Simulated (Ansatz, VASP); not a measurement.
# Two plane-wave programs on Tl

```
CELL_PARAMETERS angstrom
3.45600 0.00000 0.00000
-1.72800 2.99298 0.00000
0.00000 0.00000 5.52500
ATOMIC_POSITIONS crystal
Tl 0.66667 0.33333 0.75000
Tl 0.33333 0.66667 0.25000
```

Alike in both runs: functional PBEsol; k mesh 9 × 9 × 5; occupations fermi-dirac, width 0.05 eV; no spin polarisation.

|  | VASP | Ansatz |
| --- | --- | --- |
| version | VASP 6.6.1 | Ansatz 0.2.0 |
| potentials or method | VASP PAW PBE potentials, release 64 (Tl_d) | Ansatz PAW |
| plane-wave cutoff (eV) | 520 | 420 |
| valence electrons in the cell | 26 | 26 |
| task | single point | band structure |

VASP gave:

| Property | Result |
| --- | --- |
| gap on the k mesh at the Fermi level (eV) | none |
| pressure (GPa) | 0.2 |
| traceless stress, the component that is largest in VASP (GPa) | 0.85 |

Which values does Ansatz return?

gap on the k mesh at the Fermi level (eV): none; pressure (GPa): 0.2; traceless stress, the component that is largest in VASP (GPa): 0.86.

VASP's potentials were made for PBE, not for PBEsol. A gap of «none» marks a metal or a gap that the smearing closes. With one functional, cell and mesh, what is left measures potentials, basis and numerics.

Neither program's run includes spin-orbit coupling.
